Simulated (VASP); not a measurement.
# Hg (I4/mmm) in VASP: further runs

Runs on Hg. Level: LDA. Tasks: single point.

All numbers are computed with VASP 6.6.1; they aren't measurements. Logs are shortened: lines on timing, memory, paths and dates and some standing lists are left out, and cuts for length are marked.

## (1) The cell of the first run

The structure is tetragonal, space group I4/mmm (No. 139). The conventional cell has a = 3.753 Å, b = 3.753 Å, c = 3.834 Å, α = 90.00°, β = 90.00°, γ = 90.00°. Hg (site symmetry 4/mmm) has 14 Hg at 3.27 to 3.83 Å within 4.3 Å.

## (2) Single point, LDA

INCAR

```
SYSTEM = Hg
PREC     = Accurate       ! precision mode
ENCUT    = 520            ! plane-wave cutoff, eV
EDIFF    = 1E-6           ! SCF threshold, eV
ISMEAR   = 1              ! smearing method
SIGMA    = 0.1            ! smearing width, eV
LREAL    = .FALSE.        ! projectors in reciprocal space
LASPH    = .TRUE.         ! aspherical terms in the spheres
NELM     = 80             ! most SCF steps
ALGO     = Normal         ! electronic algorithm
ISIF     = 2              ! what is computed and relaxed
LWAVE    = .FALSE.        ! write WAVECAR
LCHARG   = .FALSE.        ! write CHGCAR
NBANDS   = 12             ! bands
```

KPOINTS

```
regular mesh
0
G
  9 9 9
  0 0 0
```

POSCAR

```
Hg
1.0
    3.2739230000      0.0000000000      0.0000000000
   -1.0293416700      3.1078976071      0.0000000000
   -1.1222907500     -1.5539489212      2.6541058820
Hg
1
Direct
    0.5000000000      0.5000000000      0.0000000000
```

Potentials or basis: VASP PAW LDA potentials, release 64 (Hg).

Started as:

```console
cat potpaw_LDA.64/Hg/POTCAR > POTCAR
mpirun -np 1 vasp_std > vasp.out
```

OUTCAR:

```text
SYSTEM = Hg
   PREC = Accurate
   ENCUT = 520
   EDIFF = 1E-6
   ISMEAR = 1
   LREAL = .FALSE.
   LASPH = .TRUE.
   NELM = 80
   ISIF = 2

 ion  position               nearest neighbor table
   1  0.500  0.500  0.000-

  LATTYP: Found a body centered tetragonal cell.
 ALAT       =     3.7534726084
 C/A-ratio  =     1.0213713007

  Lattice vectors:

 A1 = (   3.2739230000,   0.0000000000,   0.0000000000)
 A2 = (  -1.0293416700,   3.1078976071,   0.0000000000)
 A3 = (  -1.1222907500,  -1.5539489212,   2.6541058820)

Analysis of symmetry for initial positions (statically):
=====================================================================
 Subroutine PRICEL returns:
 Original cell was already a primitive cell.

 Routine SETGRP: Setting up the symmetry group for a
 body centered tetragonal supercell.

 Subroutine GETGRP returns: Found 16 space group operations
 (whereof 16 operations were pure point group operations)
 out of a pool of 16 trial point group operations.

The static configuration has the point symmetry D_4h.

Analysis of symmetry for dynamics (positions and initial velocities):
=====================================================================
 Subroutine PRICEL returns:
 Original cell was already a primitive cell.

 Routine SETGRP: Setting up the symmetry group for a
 body centered tetragonal supercell.

 Subroutine GETGRP returns: Found 16 space group operations
 (whereof 16 operations were pure point group operations)
 out of a pool of 16 trial point group operations.

The dynamic configuration has the point symmetry D_4h.

 Subroutine INISYM returns: Found 16 space group operations
 (whereof 16 operations are pure point group operations),
 and found     1 'primitive' translations

----------------------------------------------------------------------------------------

                                     Primitive cell

  volume of cell :      27.0056

  direct lattice vectors                    reciprocal lattice vectors
     3.273923000  0.000000000  0.000000000     0.305443958  0.101163627  0.188387374
    -1.029341670  3.107897607  0.000000000     0.000000000  0.321760922  0.188387374
    -1.122290750 -1.553948921  2.654105882     0.000000000  0.000000000  0.376774720

  length of vectors
     3.273923000  3.273923000  3.273923000     0.372853716  0.372853716  0.376774720

  position of ions in fractional coordinates (direct lattice)
     0.500000000  0.500000000  0.000000000

  ion indices of the primitive-cell ions
[... 76 lines left out ...]
   EDIFFG = 0.1E-04   stopping-criterion for IOM
   NSW    =      0    number of steps for IOM
   IBRION =     -1    ionic relax: 0-MD 1-quasi-New 2-CG
   NFREE  =      0    steps in history (QN), initial steepest desc. (CG)
   ISIF   =      2    stress and relaxation
   ISYM   =      2    0-nonsym 1-usesym 2-fastsym
   POTIM  = 0.5000    time-step for ionic-motion
   TEBEG  =    0.0;   TEEND  =   0.0 temperature during run
   PSTRESS=    0.0 pullay stress
   NELECT =      12.0000    total number of electrons
   NUPDOWN=      -1.0000    fix difference up-down
   EMIN   =  10.00;   EMAX   =-10.00  energy-range for DOS
   EFERMI =   0.00;   METHOD = LEGACY
   ISMEAR =     1;   SIGMA  =   0.10  broadening in eV -4-tet -1-fermi 0-gaus
   EFERMI_NEDOS =   21; number of points for ismear=-14 and -15
   IALGO  =     38    algorithm
   IMIX   =      4    mixing-type and parameters
     AMIX     =   0.40;   BMIX     =  1.00
     AMIX_MAG =   1.60;   BMIX_MAG =  1.00
  volume/ion in A,a.u.               =      27.01       182.24
  Fermi-wavevector in a.u.,A,eV,Ry     =   1.249254  2.360748 21.233739  1.560636
  Thomas-Fermi vector in A             =   2.383303
   LORBIT       =      0    0 simple, 1 ext, 2 COOP (PROOUT), +10 PAW based schemes
   GGA     = CA    functional components
   LHFCALC =     F    Hartree Fock is set to
   AEXX    =    0.0000 exact exchange contribution
   IVDW    =     0    specifies the selected vdW correction
   LEPSILON=     F    determine dielectric tensor
   LRPA    =     F    only Hartree local field effects (RPA)
 non-spin polarized calculation
 Methfessel and Paxton  Order N= 1 SIGMA  =   0.10
  energy-cutoff  :      520.00
  volume of cell :       27.01
 maximum number of plane-waves:       738
   NGX = 13   NGY = 13   NGZ = 13

 number of electron      11.9999998 magnetization

 Free energy of the ion-electron system (eV)
  ---------------------------------------------------
  ext. energy  EPLUGINS =         0.00000000
  ---------------------------------------------------
  free energy    TOTEN  =        -0.87092413 eV

  energy without entropy =       -0.87049830  energy(sigma->0) =       -0.87078219

 E-fermi :   1.0762     XC(G=0): -10.4871

 val. band max:        1.0690878796   @ k =  -0.4444   0.4444   0.3333
 cond. band min:       1.0815832397   @ k =  -0.4444  -0.4444   0.2222
 fundamental gap:      0.0124953601
 Fermi energy:         1.0761944779

 k-point     1 :       0.0000    0.0000    0.0000
  band No.  band energies     occupation
      1      -6.5709      2.00000
      2      -5.2057      2.00000
      3      -5.2057      2.00000
      4      -5.1607      2.00000
      5      -4.5169      2.00000
      6      -4.4665      2.00000
      7      15.7869      0.00000
      8      15.9022      0.00000
      9      15.9022      0.00000
     10      15.9922      0.00000
     11      16.3859      0.00000
     12      16.3859      0.00000
[... 331 lines left out ...]
 k-point    24 :       0.4444    0.4444    0.0000
  band No.  band energies     occupation
      1      -5.7162      2.00000
      2      -5.5154      2.00000
      3      -4.5197      2.00000
      4      -4.5071      2.00000
      5      -4.0976      2.00000
      6       0.0828      2.00000
      7       1.0231      1.77318
      8       8.4315      0.00000
      9      10.6208      0.00000
     10      15.4073      0.00000
     11      17.2170      0.00000
     12      20.4411      0.00000

 [... further k-points ...]
[... 5 lines left out ...]
  --------------------------------------------------------------------------------------
  -------------------------------------------------------------------------------------
  Total       -0.7957308     -0.7600391     -0.8346454      0.0538821      0.0000000      0.0000000
  in kB      -47.2088424    -45.0913371    -49.5175534      3.1966983      0.0000022      0.0000016
  external PRESSURE =     -47.2725776 kB  Pullay stress =       0.0000000 kB

 VOLUME and BASIS-vectors are now :
 -----------------------------------------------------------------------------
  energy-cutoff  :      520.00
  volume of cell :       27.01
      direct lattice vectors                 reciprocal lattice vectors
     3.273923000  0.000000000  0.000000000     0.305443958  0.101163627  0.188387374
    -1.029341670  3.107897607  0.000000000     0.000000000  0.321760922  0.188387374
    -1.122290750 -1.553948921  2.654105882     0.000000000  0.000000000  0.376774720

 POSITION                                       TOTAL-FORCE (eV/Angst)
 -----------------------------------------------------------------------------------
      1.12229      1.55395      0.00000         0.000000      0.000000      0.000000
 -----------------------------------------------------------------------------------
    total drift:                                0.000000     -0.000000     -0.000000

  FREE ENERGIE OF THE ION-ELECTRON SYSTEM (eV)
  ---------------------------------------------------
  free  energy   TOTEN  =        -0.8709241314 eV

  energy  without entropy=       -0.8704983030  energy(sigma->0) =       -0.87078219
```

OSZICAR:

```text
N       E                     dE             d eps       ncg     rms          rms(c)
DAV:   1     0.714789803585E+02    0.71479E+02   -0.63263E+03  1824   0.941E+02
DAV:   2     0.410162994995E+00   -0.71069E+02   -0.66399E+02  1980   0.224E+02
DAV:   3    -0.907260167218E+00   -0.13174E+01   -0.13165E+01  2132   0.335E+01
DAV:   4    -0.908530623678E+00   -0.12705E-02   -0.12704E-02  1972   0.110E+00
DAV:   5    -0.908532573460E+00   -0.19498E-05   -0.19499E-05  2096   0.422E-02    0.236E+00
DAV:   6    -0.874782011112E+00    0.33751E-01   -0.80750E-02  2076   0.309E+00    0.192E+00
DAV:   7    -0.871426833597E+00    0.33552E-02   -0.75359E-03  2060   0.751E-01    0.974E-01
DAV:   8    -0.870920391990E+00    0.50644E-03   -0.72460E-04  1908   0.357E-01    0.308E-02
DAV:   9    -0.870923108169E+00   -0.27162E-05   -0.53999E-06  2096   0.242E-02    0.792E-03
DAV:  10    -0.870924131473E+00   -0.10233E-05   -0.13361E-06  1848   0.151E-02    0.798E-04
DAV:  11    -0.870924131352E+00    0.12142E-09   -0.49555E-09   960   0.605E-04
   1 F= -.87092413E+00 E0= -.87078219E+00  d E =-.425828E-03
```

stdout:

```text
POSCAR found type information on POSCAR Hg
 POSCAR found :  1 types and       1 ions
 scaLAPACK will be used
 LDA part: xc-table for (Slater(with rela. corr.)+CA(PZ))
 , standard interpolation
 POSCAR, INCAR and KPOINTS ok, starting setup
 FFT: planning ... GRIDC
 FFT: planning ... GRID_SOFT
 FFT: planning ... GRID
 WAVECAR not read
 entering main loop
```

Run time: 13 s. Hardware: 1 thread of Intel Xeon 8259CL, shared host; peak memory 0.14 GiB.

Results:

- Free energy: -0.8709 eV
- Pressure: -4.7 GPa
- Band gap on the k mesh: zero (band 6 reaches 2.69 eV, above the bottom of band 7 at 0.96 eV)

Levels at points of the mesh, in eV from the Fermi level:
```csv
k point,band 2,band 3,band 4,band 5,band 6,band 7,band 8,band 9,band 10,band 11
"(0.00, 0.00, 0.00)",-6.28,-6.28,-6.24,-5.59,-5.54,14.71,14.83,14.83,14.92,15.31
```

Caveat: spin-orbit coupling is left out, which moves the levels of the heavy elements.

## (3) Single point, LDA

INCAR

```
PREC = Accurate
ENCUT = 520
EDIFF = 1E-6
ISMEAR = 1
SIGMA = 0.05
LREAL = False
LASPH = True
NELM = 60
ALGO = Normal
ISIF = 2
LWAVE = False
LCHARG = False
NBANDS = 12
```

KPOINTS

```
regular mesh
0
Gamma
  9 9 9
```

POSCAR is that of step 2.

Potentials or basis: VASP PAW LDA potentials, release 64 (Hg).

Started as:

```console
cat potpaw_LDA.64/Hg/POTCAR > POTCAR
mpirun -np 1 vasp_std > vasp.out
```

It took 12 s on 1 thread of Intel Xeon 8259CL, shared host; peak memory 0.14 GiB.

It converged, with:

| Quantity | Value |
| --- | --- |
| Free energy | -0.8707 eV |
| Pressure | -4.8 GPa |
| Band gap on the k mesh | zero (band 6 reaches 2.69 eV, above the bottom of band 7 at 0.96 eV) |

Stress tensor (GPa, compression positive):
```
-4.78  0.28  0.00
 0.28 -4.59  0.00
 0.00  0.00 -4.98
```

Levels at points of the mesh, in eV from the Fermi level:
```tsv
k point	band 2	band 3	band 4	band 5	band 6	band 7	band 8	band 9	band 10	band 11
(0.00, 0.00, 0.00)	-6.28	-6.28	-6.23	-5.59	-5.54	14.71	14.83	14.83	14.92	15.31
```

Caveat: spin-orbit coupling is left out, which moves the levels of the heavy elements.
